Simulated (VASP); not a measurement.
# GaN (Cmc2_1) in VASP: single point with PBE

Aim: the single point of GaN with PBE.

Everything below comes from runs of VASP 6.6.1. Logs are shortened: lines on timing, memory, paths and dates and some standing lists are left out, and cuts for length are marked.

### 1 The cell of the first run

The structure is orthorhombic, space group Cmc2_1 (No. 36). Conventional cell: a = 3.412 Å, b = 5.574 Å, c = 5.243 Å, α = 90.00°, β = 90.00°, γ = 90.00°. Within 2.6 Å of Ga (site symmetry m) lie 4 N at 1.97 to 2.05 Å. N (site symmetry m) has 4 Ga at 1.97 to 2.05 Å within 2.6 Å.

### 2 Single point, PBE (strain +0.0600 x Voigt [1, 0, 0, 0, 0, 0])

Input file INCAR:

```
PREC = Accurate
ENCUT = 520
EDIFF = 1E-6
ISMEAR = 0
SIGMA = 0.05
LREAL = False
LASPH = True
NELM = 100
ALGO = Normal
ISIF = 2
LWAVE = False
LCHARG = True
GGA = PE
LELF = True
LVHAR = True
NBANDS = 26
```

Input file KPOINTS:

```
regular mesh
0
Gamma
  12 12 6
```

Input file POSCAR:

```
GaN
1.0
    3.4115346514      0.0000000000      0.0000000000
   -1.7057673257      2.7872412019      0.0000000000
    0.0000000000      0.0000000000      5.2430304702
Ga N
2 2
Direct
    0.3333333333      0.6666666667      0.9991316875
    0.6666666667      0.3333333333      0.4991316875
    0.3333333333      0.6666666667      0.3758683125
    0.6666666667      0.3333333333      0.8758683125
```

Potentials or basis: VASP PAW PBE potentials, release 64 (Ga_d, N).

Launch:

```
cat potpaw_PBE.64/Ga_d/POTCAR potpaw_PBE.64/N/POTCAR > POTCAR
mpirun -np 1 vasp_std > vasp.out
```

OUTCAR:

```text
PREC = Accurate
   ENCUT = 520
   EDIFF = 1E-6
   ISMEAR = 0
   LREAL = False
   LASPH = True
   NELM = 100
   ISIF = 2
   GGA = PE

 ion  position               nearest neighbor table
   1  0.333  0.667  0.999-   4 1.97   3 1.98   4 2.05   4 2.05
   2  0.667  0.333  0.499-   3 1.97   4 1.98   3 2.05   3 2.05
   3  0.333  0.667  0.376-   2 1.97   1 1.98   2 2.05   2 2.05
   4  0.667  0.333  0.876-   1 1.97   2 1.98   1 2.05   1 2.05

  Warning from LATTYP: Monoclinic adjustment (A1->A3, A2->A1, A3->A2)!
  LATTYP: Found a base centered orthorhombic cell.
 ALAT       =     3.4115346514
 B/A-ratio  =     1.6340101958
 C/A-ratio  =     1.5368539399

  Lattice vectors:

 A1 = (   1.7057673257,  -2.7872412019,   0.0000000000)
 A2 = (   1.7057673257,   2.7872412019,   0.0000000000)
 A3 = (   0.0000000000,   0.0000000000,   5.2430304702)

Analysis of symmetry for initial positions (statically):
=====================================================================
 Subroutine PRICEL returns:
 Original cell was already a primitive cell.

 Routine SETGRP: Setting up the symmetry group for a
 base centered orthorhombic supercell.

 Subroutine GETGRP returns: Found  4 space group operations
 (whereof  2 operations were pure point group operations)
 out of a pool of  8 trial point group operations.

The static configuration has the point symmetry C_1h.
 The point group associated with its full space group is C_2v.

Analysis of symmetry for dynamics (positions and initial velocities):
=====================================================================
 Subroutine PRICEL returns:
 Original cell was already a primitive cell.

 Routine SETGRP: Setting up the symmetry group for a
 base centered orthorhombic supercell.

 Subroutine GETGRP returns: Found  4 space group operations
 (whereof  2 operations were pure point group operations)
 out of a pool of  8 trial point group operations.

The dynamic configuration has the point symmetry C_1h.
 The point group associated with its full space group is C_2v.

 Subroutine INISYM returns: Found  4 space group operations
 (whereof  2 operations are pure point group operations),
 and found     1 'primitive' translations

----------------------------------------------------------------------------------------

                                     Primitive cell

  volume of cell :      49.8548

  direct lattice vectors                    reciprocal lattice vectors
     3.411534651  0.000000000  0.000000000     0.293123214  0.179388852  0.000000000
    -1.705767326  2.787241202  0.000000000     0.000000000  0.358777704  0.000000000
     0.000000000  0.000000000  5.243030470     0.000000000  0.000000000  0.190729389

  length of vectors
     3.411534651  3.267775342  5.243030470     0.343659102  0.358777704  0.190729389

  position of ions in fractional coordinates (direct lattice)
     0.333333333  0.666666667  0.999131687
     0.666666667  0.333333333  0.499131687
     0.333333333  0.666666667  0.375868313
     0.666666667  0.333333333  0.875868313

  ion indices of the primitive-cell ions
   primitive index   ion index
                 1           1
                 2           2
                 3           3
                 4           4

----------------------------------------------------------------------------------------

 KPOINTS: regular mesh

Automatic generation of k-mesh.
 Grid dimensions read from file:
 generate k-points for:   12   12    6

 Generating k-lattice:

  Cartesian coordinates                     Fractional coordinates (reciprocal lattice)
     0.024426934  0.014949071  0.000000000     0.083333333 -0.000000000  0.000000000
     0.000000000  0.029898142  0.000000000     0.000000000  0.083333333  0.000000000
     0.000000000  0.000000000  0.031788232     0.000000000  0.000000000  0.166666667

  Length of vectors
     0.028638259  0.029898142  0.031788232

  Shift w.r.t. Gamma in fractional coordinates (k-lattice)
     0.000000000  0.000000000  0.000000000

 Subroutine IBZKPT returns following result:
 ===========================================

 Found    172 irreducible k-points:

 Following reciprocal coordinates:
            Coordinates               Weight
  0.000000  0.000000  0.000000      1.000000
  0.083333 -0.000000  0.000000      4.000000
  0.166667 -0.000000  0.000000      4.000000
  0.250000 -0.000000  0.000000      4.000000
  0.333333 -0.000000  0.000000      4.000000
  0.416667 -0.000000  0.000000      4.000000
[... 16 lines left out ...]
  0.333333  0.166667  0.000000      4.000000
  0.416667  0.166667  0.000000      4.000000
 [... further k-points ...]
   k-points           NKPTS =    172   k-points in BZ     NKDIM =    172   number of bands    NBANDS=     26
   number of dos      NEDOS =    301   number of ions     NIONS =      4
   total plane-waves  NPLWV =  26880
   dimension x,y,z NGX =    28 NGY =   24 NGZ =   40
   dimension x,y,z NGXF=    56 NGYF=   48 NGZF=   80
   ions per type =               2   2
   NGX,Y,Z   is equivalent  to a cutoff of  13.64, 12.21, 12.68 a.u.
   NGXF,Y,Z  is equivalent  to a cutoff of  27.29, 24.42, 25.37 a.u.
 SYSTEM =  unknown system
   PREC   = accura    normal or accurate (medium, high low for compatibility)
   ISTART =      0    job   : 0-new  1-cont  2-samecut
   ICHARG =      2    charge: 1-file 2-atom 10-const
   ISPIN  =      1    spin polarized calculation?
   LNONCOLLINEAR =      F non collinear calculations
   LSORBIT =      F    spin-orbit coupling
   LASPH  =      T    aspherical Exc in radial PAW
   ENCUT  =  520.0 eV  38.22 Ry    6.18 a.u.   6.34  6.08  9.75*2*pi/ulx,y,z
   NELM   =    100;   NELMIN=  2; NELMDL= -5     # of ELM steps
   EDIFF  = 0.1E-05   stopping-criterion for ELM
   LREAL  =      F    real-space projection
   EDIFFG = 0.1E-04   stopping-criterion for IOM
   NSW    =      0    number of steps for IOM
   IBRION =     -1    ionic relax: 0-MD 1-quasi-New 2-CG
   NFREE  =      0    steps in history (QN), initial steepest desc. (CG)
   ISIF   =      2    stress and relaxation
   ISYM   =      2    0-nonsym 1-usesym 2-fastsym
   POTIM  = 0.5000    time-step for ionic-motion
   TEBEG  =    0.0;   TEEND  =   0.0 temperature during run
   PSTRESS=    0.0 pullay stress
   NELECT =      36.0000    total number of electrons
   NUPDOWN=      -1.0000    fix difference up-down
   EMIN   =  10.00;   EMAX   =-10.00  energy-range for DOS
   EFERMI =   0.00;   METHOD = LEGACY
   ISMEAR =     0;   SIGMA  =   0.05  broadening in eV -4-tet -1-fermi 0-gaus
   EFERMI_NEDOS =   21; number of points for ismear=-14 and -15
   IALGO  =     38    algorithm
   IMIX   =      4    mixing-type and parameters
     AMIX     =   0.40;   BMIX     =  1.00
     AMIX_MAG =   1.60;   BMIX_MAG =  1.00
  volume/ion in A,a.u.               =      12.46        84.11
  Fermi-wavevector in a.u.,A,eV,Ry     =   1.468724  2.775485 29.349796  2.157149
  Thomas-Fermi vector in A             =   2.584187
   LORBIT       =      0    0 simple, 1 ext, 2 COOP (PROOUT), +10 PAW based schemes
   GGA     = PE    functional components
   LHFCALC =     F    Hartree Fock is set to
   AEXX    =    0.0000 exact exchange contribution
   IVDW    =     0    specifies the selected vdW correction
   LEPSILON=     F    determine dielectric tensor
   LRPA    =     F    only Hartree local field effects (RPA)
 non-spin polarized calculation
 Gauss-broadening in eV      SIGMA  =   0.05
  energy-cutoff  :      520.00
  volume of cell :       49.85
 maximum number of plane-waves:      1374
 NGX is ok and might be reduce to    28
   NGX = 13   NGY = 13   NGZ = 19

 number of electron      35.9999976 magnetization

 Free energy of the ion-electron system (eV)
  ---------------------------------------------------
  ext. energy  EPLUGINS =         0.00000000
  ---------------------------------------------------
  free energy    TOTEN  =       -24.16193163 eV

  energy without entropy =      -24.16193163  energy(sigma->0) =      -24.16193163

 E-fermi :   4.7646     XC(G=0): -11.2084

 val. band max:        4.4758979749   @ k =   0.0000   0.0000   0.0000
 cond. band min:       5.7362994139   @ k =   0.0000   0.0000   0.0000
 fundamental gap:      1.2604014390
 Fermi energy:         4.7645913250

 k-point     1 :       0.0000    0.0000    0.0000
  band No.  band energies     occupation
      1     -10.8713      2.00000
      2     -10.2371      2.00000
      3      -8.9974      2.00000
      4      -8.9864      2.00000
      5      -8.9669      2.00000
      6      -8.9373      2.00000
[... 18 lines left out ...]
     25      14.9730      0.00000
     26      15.8966      0.00000

 k-point     2 :       0.0833   -0.0000    0.0000
  band No.  band energies     occupation
      1     -10.8199      2.00000
      2     -10.2275      2.00000
      3      -8.9912      2.00000
      4      -8.9711      2.00000
      5      -8.9536      2.00000
      6      -8.9291      2.00000
[... 18 lines left out ...]
     25      15.0718      0.00000
     26      15.8530      0.00000

 k-point     3 :       0.1667   -0.0000    0.0000
  band No.  band energies     occupation
      1     -10.6836      2.00000
      2     -10.2045      2.00000
      3      -8.9757      2.00000
      4      -8.9516      2.00000
      5      -8.9130      2.00000
      6      -8.8934      2.00000
[... 18 lines left out ...]
     25      15.2551      0.00000
     26      16.0407      0.00000

 k-point     4 :       0.2500   -0.0000    0.0000
  band No.  band energies     occupation
      1     -10.5137      2.00000
      2     -10.1797      2.00000
      3      -8.9595      2.00000
      4      -8.9364      2.00000
      5      -8.8803      2.00000
      6      -8.8559      2.00000
[... 18 lines left out ...]
     25      15.2593      0.00000
     26      16.4342      0.00000
[... 496 lines left out ...]
      1     -10.3089      2.00000
      2     -10.1557      2.00000
      3      -8.9519      2.00000
      4      -8.9107      2.00000
      5      -8.8434      2.00000
      6      -8.8355      2.00000
[... 18 lines left out ...]
     25      14.7481      0.00000
     26      17.6728      0.00000

 k-point    23 :       0.3333    0.1667    0.0000
  band No.  band energies     occupation
      1     -10.2463      2.00000
      2     -10.1524      2.00000
      3      -8.9595      2.00000
      4      -8.9038      2.00000
      5      -8.8349      2.00000
      6      -8.8175      2.00000
[... 18 lines left out ...]
     25      14.8895      0.00000
     26      17.4115      0.00000

 k-point    24 :       0.4167    0.1667    0.0000
  band No.  band energies     occupation
      1     -10.2279      2.00000
      2     -10.1531      2.00000
      3      -8.9626      2.00000
      4      -8.9030      2.00000
      5      -8.8307      2.00000
      6      -8.8136      2.00000
[... 18 lines left out ...]
     25      15.8562      0.00000
     26      16.7840      0.00000

 [... further k-points ...]
[... 5 lines left out ...]
  --------------------------------------------------------------------------------------
  -------------------------------------------------------------------------------------
  Total       -5.4777938     -1.2614501     -0.8168267      0.0000000      0.0000000      0.0000000
  in kB     -176.0392630    -40.5390855    -26.2502699      0.0000000      0.0000000      0.0000000
  external PRESSURE =     -80.9428728 kB  Pullay stress =       0.0000000 kB

 VOLUME and BASIS-vectors are now :
 -----------------------------------------------------------------------------
  energy-cutoff  :      520.00
  volume of cell :       49.85
      direct lattice vectors                 reciprocal lattice vectors
     3.411534651  0.000000000  0.000000000     0.293123214  0.179388852  0.000000000
    -1.705767326  2.787241202  0.000000000     0.000000000  0.358777704  0.000000000
     0.000000000  0.000000000  5.243030470     0.000000000  0.000000000  0.190729389

 POSITION                                       TOTAL-FORCE (eV/Angst)
 -----------------------------------------------------------------------------------
     -0.00000      1.85816      5.23848        -0.000000     -0.263559     -0.165949
      1.70577      0.92908      2.61696         0.000000      0.263559     -0.165949
     -0.00000      1.85816      1.97069         0.000000     -0.352183      0.165949
      1.70577      0.92908      4.59220        -0.000000      0.352183      0.165949
 -----------------------------------------------------------------------------------
    total drift:                               -0.000001     -0.000001     -0.001353

  FREE ENERGIE OF THE ION-ELECTRON SYSTEM (eV)
  ---------------------------------------------------
  free  energy   TOTEN  =       -24.1619316349 eV

  energy  without entropy=      -24.1619316349  energy(sigma->0) =      -24.16193163
```

Wall time 1.7 min (1 thread of Intel Xeon 6975P-C (Granite Rapids), shared host); peak memory 0.3 GiB.

What came out:

```
Free energy            : -24.1619 eV
Pressure               : -8.1 GPa
Largest force          : 0.389 eV/Å
Band gap on the k mesh : 1.26 eV, direct
```

Forces on the atoms (eV/Å):
```
Ga   0.000 -0.264 -0.166
Ga   0.000  0.264 -0.166
N    0.000 -0.352  0.166
N    0.000  0.352  0.166
```

Levels at points of the mesh, in eV from the valence-band top:
| k point | band 14 | band 15 | band 16 | band 17 | band 18 | band 19 | band 20 | band 21 | band 22 | band 23 |
| --- | --- | --- | --- | --- | --- | --- | --- | --- | --- | --- |
| (0.00, 0.00, 0.00) | -1.19 | -1.03 | -0.17 | -0.04 | 0.00 | 1.26 | 3.33 | 8.74 | 8.78 | 9.65 |
| (0.50, 0.00, 0.00) | -4.93 | -4.00 | -2.46 | -2.00 | -0.78 | 4.89 | 5.11 | 5.91 | 7.70 | 9.92 |
| (0.00, 0.50, 0.00) | -4.97 | -3.73 | -2.94 | -2.08 | -1.15 | 3.96 | 4.57 | 6.14 | 8.17 | 9.22 |
| (0.00, 0.00, 0.50) | -3.66 | -0.69 | -0.69 | -0.52 | -0.52 | 3.50 | 3.50 | 8.07 | 8.07 | 9.22 |
| (0.50, 0.00, 0.50) | -6.24 | -1.77 | -1.77 | -1.63 | -1.63 | 4.22 | 4.22 | 7.24 | 7.24 | 9.37 |
| (0.00, 0.50, 0.50) | -6.13 | -2.13 | -2.13 | -1.64 | -1.64 | 3.81 | 3.81 | 7.20 | 7.20 | 9.48 |

Caveat: the cell differs from its parent crystal (strain +0.0600 x Voigt [1, 0, 0, 0, 0, 0]).
